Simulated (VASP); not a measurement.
Write the native input for VASP 6.6.1 that does the following.

| Quantity | Value |
| --- | --- |
| Task | single point |
| Functional | PBE |
| Potentials or basis | VASP PAW PBE potentials, release 64 (In_d, O) |
| Cutoff | 520 eV |
| k mesh | 6 × 6 × 1 |
| Occupations | gaussian, width 0.01 eV |
| Spin | no spin polarisation |
| Dipole correction | no |
| Further INCAR settings | ALGO = Normal; EDIFF = 1e-07; NBANDS = 27 |

The structure of InO lies in POSCAR:

```
InO
1.0
    3.4536138000      0.0000000000      0.0000000000
   -1.7268069000      2.9909172900      0.0000000000
    0.0000000000      0.0000000000     15.8771000000
In O
2 2
Direct
    0.6666666667      0.3333333333      0.5900210000
    0.6666666667      0.3333333333      0.4099790000
    0.0000000000      0.0000000000      0.6398670000
    0.0000000000      0.0000000000      0.3601330000
```

These files were run (other wordings do the same):

INCAR

```
  PREC = Accurate
  ENCUT = 520
  EDIFF = 1E-7
  ISMEAR = 0
  SIGMA = 0.01
  LREAL = False
  LASPH = True
  NELM = 80
  ALGO = Normal
  ISIF = 2
  LWAVE = False
  LCHARG = True
  GGA = PE
  LELF = True
  LVHAR = True
  NBANDS = 27
```

KPOINTS

```
Automatic mesh
0
Gamma
  6 6 1
```

Potentials or basis: VASP PAW PBE potentials, release 64 (In_d, O).

The run is started by

```console
$ cat potpaw_PBE.64/In_d/POTCAR potpaw_PBE.64/O/POTCAR > POTCAR
$ mpirun -np 1 vasp_std > vasp.out
```

It gave:

| Property | Result |
| --- | --- |
| Largest force | 0.011 eV/Å |
| Band gap on the k mesh | 0.36 eV, indirect (least direct gap 1.09 eV) |

Caveat: spin-orbit coupling is left out, which moves the levels of the heavy elements.

Wall time 98 s on 1 thread of Intel Xeon 8259CL, on a shared host, peak memory 0.29 GiB.
